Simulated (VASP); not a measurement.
# CuSn5 (P-6m2) in VASP: single point with PBE

Aim: the single point of CuSn5 with PBE.

Program: VASP 6.6.1. These are calculated values, not measurements. Logs are shortened: lines on timing, memory, paths and dates and some standing lists are left out, and cuts for length are marked.

**1. The cell of the first run**

The structure is hexagonal, space group P-6m2 (No. 187). Conventional cell: a = 3.470 Å, b = 3.470 Å, c = 14.594 Å, α = 90.00°, β = 90.00°, γ = 120.00°. Cu (site symmetry -6m2) has 6 Sn at 2.75 Å and 6 Cu at 3.47 Å within 3.6 Å. Within 3.6 Å of Sn (site symmetry 3m) lie 3 Cu at 2.75 Å and 9 Sn at 3.37 to 3.47 Å. Within 4.4 Å of Sn (site symmetry -6m2) lie 12 Sn at 3.36 to 3.47 Å. Sn (site symmetry 3m) has 12 Sn at 3.36 to 3.47 Å within 4.4 Å.

**2. Single point, PBE**

Contents of INCAR:

```
  PREC = Accurate
  ENCUT = 520
  EDIFF = 1E-6
  ISMEAR = 0
  SIGMA = 0.1
  LREAL = False
  LASPH = True
  NELM = 60
  ALGO = Fast
  ISIF = 2
  LWAVE = False
  LCHARG = False
  GGA = PE
  NBANDS = 50
```

Contents of KPOINTS:

```
regular mesh
0
Gamma
  12 12 4
```

Contents of POSCAR:

```
CuSn5
1.0
    3.4697385366      0.0000000000      0.0000000000
   -1.7348692683      3.0048817172      0.0000000000
    0.0000000000      0.0000000000     14.5941098184
Cu Sn
1 5
Direct
    0.6666666667      0.3333333333      0.5000000000
    0.3333333333      0.6666666667      0.6293148124
    0.3333333333      0.6666666667      0.0000000000
    0.3333333333      0.6666666667      0.3706851876
    0.6666666667      0.3333333333      0.8151179518
    0.6666666667      0.3333333333      0.1848820482
```

Potentials or basis: VASP PAW PBE potentials, release 64 (Cu, Sn_d).

Started as:

```bash
> cat potpaw_PBE.64/Cu/POTCAR potpaw_PBE.64/Sn_d/POTCAR > POTCAR
> mpirun -np 1 vasp_std > vasp.out
```

OUTCAR:

```text
PREC = Accurate
   ENCUT = 520
   EDIFF = 1E-6
   ISMEAR = 0
   LREAL = False
   LASPH = True
   NELM = 60
   ISIF = 2
   GGA = PE

 ion  position               nearest neighbor table
   1  0.667  0.333  0.500-   2 2.75   4 2.75   2 2.75   4 2.75   2 2.75   4 2.75
   2  0.333  0.667  0.629-   1 2.75   1 2.75   1 2.75   5 3.37   5 3.37   5 3.37
   3  0.333  0.667  0.000-   5 3.36   6 3.36   5 3.36   6 3.36   5 3.36   6 3.36
   4  0.333  0.667  0.371-   1 2.75   1 2.75   1 2.75   6 3.37   6 3.37   6 3.37
   5  0.667  0.333  0.815-   3 3.36   3 3.36   3 3.36   2 3.37   2 3.37   2 3.37
   6  0.667  0.333  0.185-   3 3.36   3 3.36   3 3.36   4 3.37   4 3.37   4 3.37

  LATTYP: Found a hexagonal cell.
 ALAT       =     3.4697385366
 C/A-ratio  =     4.2061122659

  Lattice vectors:

 A1 = (   3.4697385366,   0.0000000000,   0.0000000000)
 A2 = (  -1.7348692683,   3.0048817172,   0.0000000000)
 A3 = (   0.0000000000,   0.0000000000,  14.5941098184)

Analysis of symmetry for initial positions (statically):
=====================================================================
 Subroutine PRICEL returns:
 Original cell was already a primitive cell.

 Routine SETGRP: Setting up the symmetry group for a
 hexagonal supercell.

 Subroutine GETGRP returns: Found 12 space group operations
 (whereof 12 operations were pure point group operations)
 out of a pool of 24 trial point group operations.

The static configuration has the point symmetry D_3h.

Analysis of symmetry for dynamics (positions and initial velocities):
=====================================================================
 Subroutine PRICEL returns:
 Original cell was already a primitive cell.

 Routine SETGRP: Setting up the symmetry group for a
 hexagonal supercell.

 Subroutine GETGRP returns: Found 12 space group operations
 (whereof 12 operations were pure point group operations)
 out of a pool of 24 trial point group operations.

The dynamic configuration has the point symmetry D_3h.

 Subroutine INISYM returns: Found 12 space group operations
 (whereof 12 operations are pure point group operations),
 and found     1 'primitive' translations

----------------------------------------------------------------------------------------

                                     Primitive cell

  volume of cell :     152.1604

  direct lattice vectors                    reciprocal lattice vectors
[... 99 lines left out ...]
   IBRION =     -1    ionic relax: 0-MD 1-quasi-New 2-CG
   NFREE  =      0    steps in history (QN), initial steepest desc. (CG)
   ISIF   =      2    stress and relaxation
   ISYM   =      2    0-nonsym 1-usesym 2-fastsym
   POTIM  = 0.5000    time-step for ionic-motion
   TEBEG  =    0.0;   TEEND  =   0.0 temperature during run
   PSTRESS=    0.0 pullay stress
   NELECT =      81.0000    total number of electrons
   NUPDOWN=      -1.0000    fix difference up-down
   EMIN   =  10.00;   EMAX   =-10.00  energy-range for DOS
   EFERMI =   0.00;   METHOD = LEGACY
   ISMEAR =     0;   SIGMA  =   0.10  broadening in eV -4-tet -1-fermi 0-gaus
   EFERMI_NEDOS =   21; number of points for ismear=-14 and -15
   IALGO  =     68    algorithm
   IMIX   =      4    mixing-type and parameters
     AMIX     =   0.40;   BMIX     =  1.00
     AMIX_MAG =   1.60;   BMIX_MAG =  1.00
  volume/ion in A,a.u.               =      25.36       171.14
  Fermi-wavevector in a.u.,A,eV,Ry     =   1.326791  2.507272 23.951355  1.760375
  Thomas-Fermi vector in A             =   2.456152
   LORBIT       =      0    0 simple, 1 ext, 2 COOP (PROOUT), +10 PAW based schemes
   GGA     = PE    functional components
   LHFCALC =     F    Hartree Fock is set to
   AEXX    =    0.0000 exact exchange contribution
   IVDW    =     0    specifies the selected vdW correction
   LEPSILON=     F    determine dielectric tensor
   LRPA    =     F    only Hartree local field effects (RPA)
 non-spin polarized calculation
 RMM-DIIS sequential band-by-band and
 Gauss-broadening in eV      SIGMA  =   0.10
  energy-cutoff  :      520.00
  volume of cell :      152.16
 maximum number of plane-waves:      4146
 NGX is ok and might be reduce to    28
   NGX = 13   NGY = 13   NGZ = 55

 number of electron      80.9999991 magnetization

 Free energy of the ion-electron system (eV)
  ---------------------------------------------------
  ext. energy  EPLUGINS =         0.00000000
  ---------------------------------------------------
  free energy    TOTEN  =       -22.30677430 eV

  energy without entropy =      -22.28738940  energy(sigma->0) =      -22.29708185

 E-fermi :   7.7363     XC(G=0): -10.4066

 val. band max:        7.7235476800   @ k =   0.3333   0.0833   0.2500
 cond. band min:       7.7419229477   @ k =   0.2500   0.2500   0.5000
 fundamental gap:      0.0183752677
 Fermi energy:         7.7362768430

 k-point     1 :       0.0000    0.0000    0.0000
  band No.  band energies     occupation
      1     -13.8345      2.00000
      2     -13.8332      2.00000
      3     -13.8264      2.00000
      4     -13.8264      2.00000
      5     -13.8198      2.00000
      6     -13.8198      2.00000
[... 1261 lines left out ...]
     49      12.2290      0.00000
     50      12.6523      0.00000

 [... further k-points ...]

------------------------ aborting loop because EDIFF is reached ----------------------------------------

  FORCE on cell =-STRESS in cart. coord.  units (eV):
  Direction    XX          YY          ZZ          XY          YZ          ZX
  --------------------------------------------------------------------------------------
  -------------------------------------------------------------------------------------
  Total       -0.0389474     -0.0389474     -0.0143639      0.0000000      0.0000000      0.0000000
  in kB       -0.4100977     -0.4100977     -0.1512451      0.0000000      0.0000000      0.0000000
  external PRESSURE =      -0.3238135 kB  Pullay stress =       0.0000000 kB

 VOLUME and BASIS-vectors are now :
 -----------------------------------------------------------------------------
  energy-cutoff  :      520.00
  volume of cell :      152.16
      direct lattice vectors                 reciprocal lattice vectors
     3.469738537  0.000000000  0.000000000     0.288206154  0.166395901  0.000000000
    -1.734869268  3.004881717  0.000000000     0.000000000  0.332791802  0.000000000
     0.000000000  0.000000000 14.594109818     0.000000000  0.000000000  0.068520795

 POSITION                                       TOTAL-FORCE (eV/Angst)
 -----------------------------------------------------------------------------------
      1.73487      1.00163      7.29705        -0.000000      0.000000      0.000000
     -0.00000      2.00325      9.18429         0.000000     -0.000000      0.020416
     -0.00000      2.00325      0.00000         0.000000      0.000000      0.000000
     -0.00000      2.00325      5.40982         0.000000     -0.000000     -0.020416
      1.73487      1.00163     11.89592         0.000000      0.000000     -0.002431
      1.73487      1.00163      2.69819         0.000000     -0.000000      0.002431
 -----------------------------------------------------------------------------------
    total drift:                               -0.000002      0.000001      0.000000

  FREE ENERGIE OF THE ION-ELECTRON SYSTEM (eV)
  ---------------------------------------------------
  free  energy   TOTEN  =       -22.3067743049 eV

  energy  without entropy=      -22.2873894003  energy(sigma->0) =      -22.29708185
```

OSZICAR:

```text
N       E                     dE             d eps       ncg     rms          rms(c)
DAV:   1     0.889902071036E+03    0.88990E+03   -0.38543E+04  5868   0.258E+03
DAV:   2     0.124147165028E+03   -0.76575E+03   -0.74816E+03  5700   0.674E+02
DAV:   3    -0.144458393401E+02   -0.13859E+03   -0.13443E+03  6196   0.236E+02
[... 11 lines left out ...]
RMM:  15    -0.223067720643E+02   -0.10961E-04   -0.12156E-04  7601   0.448E-02    0.763E-03
RMM:  16    -0.223067747524E+02   -0.26880E-05   -0.30155E-05  6905   0.251E-02    0.757E-03
RMM:  17    -0.223067758980E+02   -0.11456E-05   -0.11061E-05  6319   0.154E-02    0.850E-03
RMM:  18    -0.223067744438E+02    0.14542E-05   -0.72702E-06  6050   0.162E-02    0.209E-03
RMM:  19    -0.223067743049E+02    0.13884E-06   -0.20013E-06  4426   0.781E-03
   1 F= -.22306774E+02 E0= -.22297082E+02  d E =-.193849E-01
```

stdout:

```text
POSCAR found type information on POSCAR CuSn
 POSCAR found :  2 types and       6 ions
 scaLAPACK will be used
 LDA part: xc-table for (Slater+PW92), standard interpolation
 POSCAR, INCAR and KPOINTS ok, starting setup
 FFT: planning ... GRIDC
 FFT: planning ... GRID_SOFT
 FFT: planning ... GRID
 WAVECAR not read
 entering main loop
```

Run time: 6.9 min. Hardware: 1 thread of Intel Xeon 6975P-C (Granite Rapids), shared host; peak memory 0.5 GiB.

What came out:

```yaml
Free_energy: -22.3068 eV
Pressure: 0.0 GPa
Largest_force: 0.020 eV/Å
```

Forces in eV/Å, atoms in the order of the input:
```
Cu   0.000  0.000  0.000
Sn   0.000  0.000  0.020
Sn   0.000  0.000  0.000
Sn   0.000  0.000 -0.020
Sn   0.000  0.000 -0.002
Sn   0.000  0.000  0.002
```

Caveat: spin-orbit coupling is left out, which moves the levels of the heavy elements.
